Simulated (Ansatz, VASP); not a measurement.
Two plane-wave programs on Al

```
Al
1.0
    -3.23645   -3.23645    3.23645
    -3.23645    3.23645   -3.23645
     3.23645   -3.23645   -3.23645
Al
8
Direct
  0.50000 0.50000 0.50000
  0.00000 0.50000 0.50000
  0.50000 0.00000 0.50000
  0.00000 0.00000 0.50000
  0.50000 0.50000 0.00000
  0.00000 0.50000 0.00000
  0.50000 0.00000 0.00000
  0.00000 0.00000 0.00000
```

Alike in both runs: task relaxation of cell and atoms; functional PBE; k mesh 8 × 8 × 8; occupations gaussian, width 0.1 eV; no spin polarisation.

```csv
,VASP,Ansatz
version,VASP 6.6.1,Ansatz 0.2.0
potentials or method,"VASP PAW PBE potentials, release 64 (Al), cutoff 600 eV","scalar-relativistic, plane waves, PAW"
valence electrons in the cell,24,24
```

```tsv
	VASP	Ansatz	Ansatz less VASP
gap on the k mesh at the Fermi level, each at its own relaxed structure (eV)	none	none	-
relaxed volume (Å³/atom)	16.95	16.95	0.000
relaxed length of the cell vector where the two differ most in proportion (Å)	5.606	5.606	0.0000
```

A gap of «none» marks a metal or a gap that the smearing closes.

Noted on VASP's run: the relaxation stopped at its first step, so nothing moved.
